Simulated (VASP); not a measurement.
Runs of VASP 6.6.1 on InSi2B3. The structure is that of space group P-3m1 (No. 164), or close to it. The cells are those of the table. 

| task | cell | k mesh | cutoff (eV) | gap on the mesh (eV) | pressure (GPa) | relaxed volume (Å³/atom) | largest force (eV/Å) |
| --- | --- | --- | --- | --- | --- | --- | --- |
| single point | a = 3.413, b = 3.413, c = 9.174 Å, angles 90.0, 90.0, 120.0°, 6 atoms | 6 × 6 × 4 | 520 | none | -0.1 | - | 0.01 |
| single point | a = 3.415, b = 3.415, c = 9.090 Å, angles 90.0, 90.0, 120.0°, 6 atoms | 12 × 12 × 4 | 520 | none | 0.0 | - | 0.02 |
| relaxation of cell and atoms | relaxed from a = 3.633, b = 3.633, c = 6.743 Å, angles 90.0, 90.0, 120.0°, 6 atoms | 6 × 6 × 4 | 600 | none | 0.0 | 15.41 | 0.03 |
| single point | a = 3.633, b = 3.633, c = 6.743 Å, angles 90.0, 90.0, 120.0°, 6 atoms | 6 × 6 × 4 | 520 | none | (a) | - | 36.19 |
| relaxation of cell and atoms | relaxed from a = 3.413, b = 3.413, c = 9.174 Å, angles 90.0, 90.0, 120.0°, 6 atoms | 12 × 12 × 4 | 600 | none | 0.1 | (b) | 0.01 |

Alike in all rows: level PBE; potentials or basis VASP PAW PBE potentials, release 64 (In_d, Si, B); no spin polarisation; smearing gaussian 0.1 eV.

Fill in the values left out.

(a) 62.7; (b) 15.29.

Caveats: spin-orbit coupling is left out, which moves the levels of the heavy elements; the volume moved by over 15 % at a fixed basis, so the end points are rough (some runs); forces of over 1 eV/Å act on the atoms, so gaps and moduli don't describe the material at rest (some runs).

A k mesh can miss the band edges, and the runs leave out spin-orbit coupling on In.

A gap of «none» marks levels without a gap at the run's occupations.
